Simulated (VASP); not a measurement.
# TiO2 (P4_2/mnm) in VASP: a series of runs

Aim: see how the results for TiO2 move with the level of theory and the settings. Levels: PBE, BLYP+D3(BJ), PBEsol+U. Tasks: single point, relaxation of cell and atoms.

Everything below comes from runs of VASP 6.6.1. Logs are shortened: lines on timing, memory, paths and dates and some standing lists are left out, and cuts for length are marked.

**1. The cell of the first run**

The structure is tetragonal, space group P4_2/mnm (No. 136). Conventional cell: a = 4.569 Å, b = 4.569 Å, c = 2.939 Å, α = 90.00°, β = 90.00°, γ = 90.00°. Ti (site symmetry mmm) has 6 O at 1.94 to 1.97 Å within 2.6 Å. Within 2.6 Å of O (site symmetry m2m) lie 3 Ti at 1.94 to 1.97 Å and 1 O at 2.53 Å.

**2. Single point, PBE**

Contents of INCAR:

```
ALGO = Normal
EDIFF = 1E-7
ENCUT = 520
GGA = PE
ISIF = 2
ISMEAR = -1
LASPH = True
LCHARG = False
LREAL = False
LWAVE = False
NBANDS = 33
NELM = 100
PREC = Accurate
SIGMA = 0.05
```

Contents of KPOINTS:

```
k-points
0
Gamma
  6 6 9
```

Contents of POSCAR:

```
TiO2
1.0
    4.5689650023      0.0000000000      0.0000000000
    0.0000000000      4.5689650023      0.0000000000
    0.0000000000      0.0000000000      2.9393524679
Ti O
2 4
Direct
    0.0000000000      0.0000000000      0.5000000000
    0.5000000000      0.5000000000      0.0000000000
    0.3043213200      0.3043213200      0.5000000000
    0.1956786800      0.8043213200      0.0000000000
    0.8043213200      0.1956786800      0.0000000000
    0.6956786800      0.6956786800      0.5000000000
```

Potentials or basis: VASP PAW PBE potentials, release 64 (Ti_sv, O).

Launch:

```console
> cat potpaw_PBE.64/Ti_sv/POTCAR potpaw_PBE.64/O/POTCAR > POTCAR
> mpirun -np 1 vasp_std > vasp.out
```

OUTCAR:

```text
EDIFF = 1E-7
   ENCUT = 520
   GGA = PE
   ISIF = 2
   ISMEAR = -1
   LASPH = True
   LREAL = False
   NELM = 100
   PREC = Accurate

 ion  position               nearest neighbor table
   1  0.000  0.000  0.500-   4 1.94   5 1.94   4 1.94   5 1.94   3 1.97   6 1.97
   2  0.500  0.500  0.000-   3 1.94   6 1.94   3 1.94   6 1.94   5 1.97   4 1.97
   3  0.304  0.304  0.500-   2 1.94   2 1.94   1 1.97
   4  0.196  0.804  0.000-   1 1.94   1 1.94   2 1.97
   5  0.804  0.196  0.000-   1 1.94   1 1.94   2 1.97
   6  0.696  0.696  0.500-   2 1.94   2 1.94   1 1.97

  LATTYP: Found a simple tetragonal cell.
 ALAT       =     4.5689650023
 C/A-ratio  =     0.6433300466

  Lattice vectors:

 A1 = (   4.5689650023,   0.0000000000,   0.0000000000)
 A2 = (   0.0000000000,   4.5689650023,   0.0000000000)
 A3 = (   0.0000000000,   0.0000000000,   2.9393524679)

Analysis of symmetry for initial positions (statically):
=====================================================================
 Subroutine PRICEL returns:
 Original cell was already a primitive cell.

 Routine SETGRP: Setting up the symmetry group for a
 simple tetragonal supercell.

 Subroutine GETGRP returns: Found 16 space group operations
 (whereof  8 operations were pure point group operations)
 out of a pool of 16 trial point group operations.

The static configuration has the point symmetry D_2h.
 The point group associated with its full space group is D_4h.

Analysis of symmetry for dynamics (positions and initial velocities):
=====================================================================
 Subroutine PRICEL returns:
 Original cell was already a primitive cell.

 Routine SETGRP: Setting up the symmetry group for a
 simple tetragonal supercell.

 Subroutine GETGRP returns: Found 16 space group operations
 (whereof  8 operations were pure point group operations)
 out of a pool of 16 trial point group operations.

The dynamic configuration has the point symmetry D_2h.
 The point group associated with its full space group is D_4h.

 Subroutine INISYM returns: Found 16 space group operations
 (whereof  8 operations are pure point group operations),
 and found     1 'primitive' translations

----------------------------------------------------------------------------------------

                                     Primitive cell

  volume of cell :      61.3603

  direct lattice vectors                    reciprocal lattice vectors
     4.568965002  0.000000000  0.000000000     0.218867949  0.000000000  0.000000000
     0.000000000  4.568965002  0.000000000     0.000000000  0.218867949  0.000000000
     0.000000000  0.000000000  2.939352468     0.000000000  0.000000000  0.340210986

  length of vectors
     4.568965002  4.568965002  2.939352468     0.218867949  0.218867949  0.340210986

  position of ions in fractional coordinates (direct lattice)
     0.000000000  0.000000000  0.500000000
     0.500000000  0.500000000  0.000000000
     0.304321320  0.304321320  0.500000000
     0.195678680  0.804321320  0.000000000
     0.804321320  0.195678680  0.000000000
     0.695678680  0.695678680  0.500000000

  ion indices of the primitive-cell ions
   primitive index   ion index
                 1           1
                 2           2
                 3           3
                 4           4
                 5           5
                 6           6

----------------------------------------------------------------------------------------

 KPOINTS: k-points

Automatic generation of k-mesh.
 Grid dimensions read from file:
 generate k-points for:    6    6    9

 Generating k-lattice:

  Cartesian coordinates                     Fractional coordinates (reciprocal lattice)
     0.036477992  0.000000000  0.000000000     0.166666667  0.000000000  0.000000000
     0.000000000  0.036477992  0.000000000     0.000000000  0.166666667  0.000000000
     0.000000000  0.000000000  0.037801221     0.000000000  0.000000000  0.111111111

  Length of vectors
     0.036477992  0.036477992  0.037801221

  Shift w.r.t. Gamma in fractional coordinates (k-lattice)
     0.000000000  0.000000000  0.000000000

 Subroutine IBZKPT returns following result:
 ===========================================

 Found     50 irreducible k-points:

 Following reciprocal coordinates:
            Coordinates               Weight
  0.000000  0.000000  0.000000      1.000000
  0.166667  0.000000  0.000000      4.000000
  0.333333  0.000000  0.000000      4.000000
  0.500000  0.000000  0.000000      2.000000
  0.166667  0.166667  0.000000      4.000000
  0.333333  0.166667  0.000000      8.000000
[... 16 lines left out ...]
  0.333333  0.000000  0.222222      8.000000
  0.500000  0.000000  0.222222      4.000000
 [... further k-points ...]
   k-points           NKPTS =     50   k-points in BZ     NKDIM =     50   number of bands    NBANDS=     33
   number of dos      NEDOS =    301   number of ions     NIONS =      6
   total plane-waves  NPLWV =  31104
   dimension x,y,z NGX =    36 NGY =   36 NGZ =   24
   dimension x,y,z NGXF=    72 NGYF=   72 NGZF=   48
   ions per type =               2   4
   NGX,Y,Z   is equivalent  to a cutoff of  13.10, 13.10, 13.57 a.u.
   NGXF,Y,Z  is equivalent  to a cutoff of  26.20, 26.20, 27.15 a.u.
 SYSTEM =  unknown system
   PREC   = accura    normal or accurate (medium, high low for compatibility)
   ISTART =      0    job   : 0-new  1-cont  2-samecut
   ICHARG =      2    charge: 1-file 2-atom 10-const
   ISPIN  =      1    spin polarized calculation?
   LNONCOLLINEAR =      F non collinear calculations
   LSORBIT =      F    spin-orbit coupling
   LASPH  =      T    aspherical Exc in radial PAW
   ENCUT  =  520.0 eV  38.22 Ry    6.18 a.u.   8.50  8.50  5.47*2*pi/ulx,y,z
   NELM   =    100;   NELMIN=  2; NELMDL= -5     # of ELM steps
   EDIFF  = 0.1E-06   stopping-criterion for ELM
   LREAL  =      F    real-space projection
   EDIFFG = 0.1E-05   stopping-criterion for IOM
   NSW    =      0    number of steps for IOM
   IBRION =     -1    ionic relax: 0-MD 1-quasi-New 2-CG
   NFREE  =      0    steps in history (QN), initial steepest desc. (CG)
   ISIF   =      2    stress and relaxation
   ISYM   =      2    0-nonsym 1-usesym 2-fastsym
   POTIM  = 0.5000    time-step for ionic-motion
   TEBEG  =    0.0;   TEEND  =   0.0 temperature during run
   PSTRESS=    0.0 pullay stress
   NELECT =      48.0000    total number of electrons
   NUPDOWN=      -1.0000    fix difference up-down
   EMIN   =  10.00;   EMAX   =-10.00  energy-range for DOS
   EFERMI =   0.00;   METHOD = LEGACY
   ISMEAR =    -1;   SIGMA  =   0.05  broadening in eV -4-tet -1-fermi 0-gaus
   EFERMI_NEDOS =   21; number of points for ismear=-14 and -15
   IALGO  =     38    algorithm
   IMIX   =      4    mixing-type and parameters
     AMIX     =   0.40;   BMIX     =  1.00
     AMIX_MAG =   1.60;   BMIX_MAG =  1.00
  volume/ion in A,a.u.               =      10.23        69.01
  Fermi-wavevector in a.u.,A,eV,Ry     =   1.508433  2.850526 30.958305  2.275371
  Thomas-Fermi vector in A             =   2.618888
   LORBIT       =      0    0 simple, 1 ext, 2 COOP (PROOUT), +10 PAW based schemes
   GGA     = PE    functional components
   LHFCALC =     F    Hartree Fock is set to
   AEXX    =    0.0000 exact exchange contribution
   IVDW    =     0    specifies the selected vdW correction
   LEPSILON=     F    determine dielectric tensor
   LRPA    =     F    only Hartree local field effects (RPA)
 non-spin polarized calculation
  energy-cutoff  :      520.00
  volume of cell :       61.36
 maximum number of plane-waves:      1667
 NGX is ok and might be reduce to    36
   NGX = 17   NGY = 17   NGZ = 11

 number of electron      48.0000013 magnetization

 Free energy of the ion-electron system (eV)
  ---------------------------------------------------
  ext. energy  EPLUGINS =         0.00000000
  ---------------------------------------------------
  free energy    TOTEN  =       -53.59167383 eV

  energy without entropy =      -53.59167383  energy(sigma->0) =      -53.59167383

 E-fermi :   5.9674     XC(G=0): -11.5057

 val. band max:        5.0380081483   @ k =   0.0000   0.0000   0.0000
 cond. band min:       6.9256062456   @ k =   0.0000   0.0000   0.0000
 fundamental gap:      1.8875980973
 Fermi energy:         5.9674469514

 k-point     1 :       0.0000    0.0000    0.0000
  band No.  band energies     occupation
      1     -51.8321      2.00000
      2     -51.8133      2.00000
      3     -28.1577      2.00000
      4     -28.1577      2.00000
      5     -27.9800      2.00000
      6     -27.9800      2.00000
[... 25 lines left out ...]
     32      11.7745      0.00000
     33      11.7747      0.00000

 k-point     2 :       0.1667    0.0000    0.0000
  band No.  band energies     occupation
      1     -51.8308      2.00000
      2     -51.8145      2.00000
      3     -28.1480      2.00000
      4     -28.1471      2.00000
      5     -27.9918      2.00000
      6     -27.9908      2.00000
[... 25 lines left out ...]
     32      11.6769      0.00000
     33      11.6975      0.00000

 k-point     3 :       0.3333    0.0000    0.0000
  band No.  band energies     occupation
      1     -51.8274      2.00000
      2     -51.8180      2.00000
      3     -28.1223      2.00000
      4     -28.1198      2.00000
      5     -28.0215      2.00000
      6     -28.0189      2.00000
[... 25 lines left out ...]
     32      11.4811      0.00000
     33      11.5210      0.00000

 k-point     4 :       0.5000    0.0000    0.0000
  band No.  band energies     occupation
      1     -51.8226      2.00000
      2     -51.8226      2.00000
      3     -28.0989      2.00000
      4     -28.0989      2.00000
      5     -28.0435      2.00000
      6     -28.0435      2.00000
[... 673 lines left out ...]
     32      10.9883      0.00000
     33      11.2361      0.00000

 k-point    23 :       0.3333    0.0000    0.2222
  band No.  band energies     occupation
      1     -51.8082      2.00000
      2     -51.8010      2.00000
      3     -28.1456      2.00000
      4     -28.1280      2.00000
      5     -28.0709      2.00000
      6     -28.0596      2.00000
[... 25 lines left out ...]
     32      10.5690      0.00000
     33      11.3102      0.00000

 k-point    24 :       0.5000    0.0000    0.2222
  band No.  band energies     occupation
      1     -51.8046      2.00000
      2     -51.8046      2.00000
      3     -28.1404      2.00000
      4     -28.1404      2.00000
      5     -28.0493      2.00000
      6     -28.0493      2.00000
[... 25 lines left out ...]
     32      10.3933      0.00000
     33      11.7383      0.00000

 [... further k-points ...]
[... 5 lines left out ...]
  --------------------------------------------------------------------------------------
  -------------------------------------------------------------------------------------
  Total        3.7870153      3.7870153      4.0760007      0.0000000      0.0000000      0.0000000
  in kB       98.8826993     98.8826993    106.4283926      0.0000000      0.0000000      0.0000000
  external PRESSURE =     101.3979304 kB  Pullay stress =       0.0000000 kB

 VOLUME and BASIS-vectors are now :
 -----------------------------------------------------------------------------
  energy-cutoff  :      520.00
  volume of cell :       61.36
      direct lattice vectors                 reciprocal lattice vectors
     4.568965002  0.000000000  0.000000000     0.218867949  0.000000000  0.000000000
     0.000000000  4.568965002  0.000000000     0.000000000  0.218867949  0.000000000
     0.000000000  0.000000000  2.939352468     0.000000000  0.000000000  0.340210986

 POSITION                                       TOTAL-FORCE (eV/Angst)
 -----------------------------------------------------------------------------------
      0.00000      0.00000      1.46968         0.000000      0.000000     -0.000000
      2.28448      2.28448      0.00000         0.000000      0.000000     -0.000000
      1.39043      1.39043      1.46968        -0.084171     -0.084171     -0.000000
      0.89405      3.67492      0.00000         0.084171     -0.084171     -0.000000
      3.67492      0.89405      0.00000        -0.084171      0.084171      0.000000
      3.17853      3.17853      1.46968         0.084171      0.084171      0.000000
 -----------------------------------------------------------------------------------
    total drift:                                0.000000      0.000000      0.000000

  FREE ENERGIE OF THE ION-ELECTRON SYSTEM (eV)
  ---------------------------------------------------
  free  energy   TOTEN  =       -53.5916738333 eV

  energy  without entropy=      -53.5916738329  energy(sigma->0) =      -53.59167383
```

It took 88 s on 1 thread of Intel Xeon Platinum 8259CL at 2.50GHz (Skylake/Cascade Lake), shared host; peak memory 0.22 GiB.

What came out:

```yaml
Free_energy: -53.5917 eV
Pressure: 10.1 GPa
Largest_force: 0.119 eV/Å
Band_gap_on_the_k_mesh: 1.89 eV, direct
```

Forces in eV/Å, atoms in the order of the input:
```
Ti   0.000  0.000  0.000
Ti   0.000  0.000  0.000
O   -0.084 -0.084  0.000
O    0.084 -0.084  0.000
O   -0.084  0.084  0.000
O    0.084  0.084  0.000
```

Stress tensor (GPa, compression positive):
```
 9.89  0.00  0.00
 0.00  9.89  0.00
 0.00  0.00 10.64
```

Levels at points of the mesh, in eV from the valence-band top:
| k point | band 22 | band 23 | band 24 | band 25 | band 26 | band 27 |
| --- | --- | --- | --- | --- | --- | --- |
| (0.00, 0.00, 0.00) | -0.46 | -0.46 | 0.00 | 1.89 | 2.19 | 2.44 |
| (0.50, 0.00, 0.00) | -1.67 | -0.76 | -0.76 | 2.58 | 2.58 | 3.09 |
| (0.50, 0.50, 0.00) | -1.32 | -1.08 | -1.08 | 1.93 | 1.93 | 2.56 |

**3. Single point, BLYP+D3(BJ)**

This run uses another cell than the first one, of 10.44 Å³/atom, 1.020 times its volume.

Contents of INCAR:

```
AGGAC    = 1.0          
AGGAX    = 1.0          
ALDAC    = 0.0          
ALDAX    = 1.0          
ALGO     = Normal         # electronic algorithm
EDIFF    = 1E-6           # SCF threshold, eV
ENCUT    = 520            # plane-wave cutoff, eV
GGA      = B5             # functional
ISIF     = 2              # what is computed and relaxed
ISMEAR   = -1             # smearing method
IVDW     = 12             # dispersion correction
LASPH    = T              # aspherical terms in the spheres
LCHARG   = F              # write CHGCAR
LREAL    = F              # projectors in reciprocal space
LWAVE    = F              # write WAVECAR
NBANDS   = 33             # bands
NELM     = 80             # most SCF steps
PREC     = Accurate       # precision mode
SIGMA    = 0.05           # smearing width, eV
VDW_A1   = 0.4298       
VDW_A2   = 4.2359       
VDW_S6   = 1.0          
VDW_S8   = 2.6996
```

KPOINTS is that of step 2.

POSCAR, as its differences from that of step 2:

```diff
@@ -2,5 +2,5 @@
 1.0
-    4.5689650023      0.0000000000      0.0000000000
-    0.0000000000      4.5689650023      0.0000000000
-    0.0000000000      0.0000000000      2.9393524679
+    4.5998373239      0.0000000000      0.0000000000
+    0.0000000000      4.5998373239      0.0000000000
+    0.0000000000      0.0000000000      2.9592135600
 Ti O
```

Potentials or basis: VASP PAW PBE potentials, release 64 (Ti_sv, O).

Launch:

```console
> cat potpaw_PBE.64/Ti_sv/POTCAR potpaw_PBE.64/O/POTCAR > POTCAR
> mpirun -np 1 vasp_std > vasp.out
```

Wall time 1.7 min (1 thread of Intel Xeon Platinum 8259CL at 2.50GHz (Skylake/Cascade Lake), shared host); peak memory 0.23 GiB.

It converged, with:

```
Free energy                : -54.6862 eV
Pressure                   : 2.3 GPa
Largest force              : 0.114 eV/Å
Band gap on the k mesh     : 1.83 eV, direct
Dispersion energy per atom : -0.542 eV
```

Forces in eV/Å, atoms in the order of the input:
```
Ti   0.000  0.000  0.000
Ti   0.000  0.000  0.000
O   -0.081 -0.081  0.000
O    0.081 -0.081  0.000
O   -0.081  0.081  0.000
O    0.081  0.081  0.000
```

Stress tensor (GPa, compression positive):
```
1.99 0.00 0.00
0.00 1.99 0.00
0.00 0.00 2.84
```

Levels at points of the mesh, in eV from the valence-band top:
| k point | band 21 | band 22 | band 23 | band 24 | band 25 | band 26 | band 27 | band 28 |
| --- | --- | --- | --- | --- | --- | --- | --- | --- |
| (0.00, 0.00, 0.00) | -0.71 | -0.46 | -0.46 | 0.00 | 1.83 | 2.13 | 2.35 | 2.45 |
| (0.50, 0.00, 0.00) | -1.63 | -1.63 | -0.73 | -0.73 | 2.49 | 2.49 | 2.97 | 2.97 |
| (0.50, 0.50, 0.00) | -1.30 | -1.30 | -1.07 | -1.07 | 1.87 | 1.87 | 2.47 | 2.47 |

Caveat: the PAW data sets were made with another functional, which shifts forces and pressure a little. A k mesh can miss the band edges.

**4. Single point, BLYP+D3(BJ)**

This run uses another cell than the first one, of 10.64 Å³/atom, 1.041 times its volume.

Contents of INCAR:

```
SYSTEM = TiO2
PREC     = Accurate       ! precision mode
ENCUT    = 520            ! plane-wave cutoff, eV
EDIFF    = 1E-6           ! SCF threshold, eV
ISMEAR   = -1             ! smearing method
SIGMA    = 0.05           ! smearing width, eV
LREAL    = .False.        ! projectors in reciprocal space
LASPH    = .True.         ! aspherical terms in the spheres
NELM     = 100            ! most SCF steps
ALGO     = Normal         ! electronic algorithm
ISIF     = 2              ! what is computed and relaxed
LWAVE    = .False.        ! write WAVECAR
LCHARG   = .True.         ! write CHGCAR
GGA      = B5             ! functional
ALDAX    = 1.0          
AGGAX    = 1.0          
AGGAC    = 1.0          
ALDAC    = 0.0          
IVDW     = 12             ! dispersion correction
VDW_S6   = 1.0          
VDW_S8   = 2.6996       
VDW_A1   = 0.4298       
VDW_A2   = 4.2359       
LELF     = .True.         ! ELF
LVHAR    = .True.       
NBANDS   = 33             ! bands
```

Contents of KPOINTS:

```
Automatic mesh
0
Gamma
  6 6 9
  0 0 0
```

POSCAR, as its differences from that of step 3:

```diff
@@ -2,5 +2,5 @@
 1.0
-    4.5998373239      0.0000000000      0.0000000000
-    0.0000000000      4.5998373239      0.0000000000
-    0.0000000000      0.0000000000      2.9592135600
+    4.6303007105      0.0000000000      0.0000000000
+    0.0000000000      4.6303007105      0.0000000000
+    0.0000000000      0.0000000000      2.9788115719
 Ti O
```

Launch:

```console
> cat potpaw_PBE.64/Ti_sv/POTCAR potpaw_PBE.64/O/POTCAR > POTCAR
> mpirun -np 1 vasp_std > vasp.out
```

It took 1.9 min on 1 thread of Intel Xeon Platinum 8259CL at 2.50GHz (Skylake/Cascade Lake), shared host; peak memory 0.23 GiB.

It converged, with:

```yaml
Free_energy: -54.6878 eV
Pressure: -2.4 GPa
Largest_force: 0.021 eV/Å
Band_gap_on_the_k_mesh: 1.78 eV, direct
Dispersion_energy_per_atom: -0.531 eV
```

Forces in eV/Å, atoms in the order of the input:
```
Ti   0.000  0.000  0.000
Ti   0.000  0.000  0.000
O   -0.015 -0.015  0.000
O    0.015 -0.015  0.000
O   -0.015  0.015  0.000
O    0.015  0.015  0.000
```

Stress tensor (GPa, compression positive):
```
-2.25  0.00  0.00
 0.00 -2.25  0.00
 0.00  0.00 -2.57
```

Levels at points of the mesh, in eV from the valence-band top:
| k point | band 21 | band 22 | band 23 | band 24 | band 25 | band 26 | band 27 | band 28 |
| --- | --- | --- | --- | --- | --- | --- | --- | --- |
| (0.00, 0.00, 0.00) | -0.71 | -0.45 | -0.45 | 0.00 | 1.78 | 2.07 | 2.28 | 2.38 |
| (0.50, 0.00, 0.00) | -1.62 | -1.62 | -0.71 | -0.71 | 2.42 | 2.42 | 2.88 | 2.88 |
| (0.50, 0.50, 0.00) | -1.29 | -1.29 | -1.06 | -1.06 | 1.82 | 1.82 | 2.40 | 2.40 |

Caveat: the PAW data sets were made with another functional, which shifts forces and pressure a little.

(Part 1 of 2 ends here.)
